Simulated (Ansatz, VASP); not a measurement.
## One calculation of TaTi5N6, two programs

```
Ti Ta N
1.0
     3.03178    0.00000    0.00000
     0.00000    3.03178    0.00000
     0.00000    0.00000   12.81230
Ti Ta N
5 1 6
Direct
  0.00000 0.00000 0.00000
  0.50000 0.50000 0.16510
  0.00000 0.00000 0.32695
  0.00000 0.00000 0.67305
  0.50000 0.50000 0.83490
  0.50000 0.50000 0.50000
  0.00000 0.00000 0.16446
  0.50000 0.50000 0.33048
  0.00000 0.00000 0.50000
  0.50000 0.50000 0.66952
  0.00000 0.00000 0.83554
  0.50000 0.50000 0.00000
```

Alike in both runs: functional PBE; k mesh 12 × 12 × 4; occupations gaussian, width 0.1 eV; no spin polarisation.

Ansatz relaxed the structure, and its values are those at the end. VASP's run is a single point on that final structure, the one shown.

|  | VASP | Ansatz |
| --- | --- | --- |
| version | VASP 6.6.1 | Ansatz 0.2.0 |
| potentials or method | VASP PAW PBE potentials, release 64 (Ti_sv, Ta_pv, N), cutoff 520 eV | scalar-relativistic, plane waves, PAW |
| valence electrons in the cell | 101 | 103 |

Ansatz gave:

* gap on the k mesh at the Fermi level (eV): none
* pressure (GPa): 0.0
* rms of the force components (eV/Å): 0.003

**Question.** Estimate VASP's values.

**Answer.** gap on the k mesh at the Fermi level (eV): none; pressure (GPa): 0.5; rms of the force components (eV/Å): 0.004.

A gap of «none» marks a metal or a gap that the smearing closes. The functional is the same, so the differences come from potentials, cutoffs and numerics. VASP's potentials hold 101 valence electrons a cell and Ansatz's 103, so a difference there can come from the potentials and not from the codes.

Neither program's run includes spin-orbit coupling.
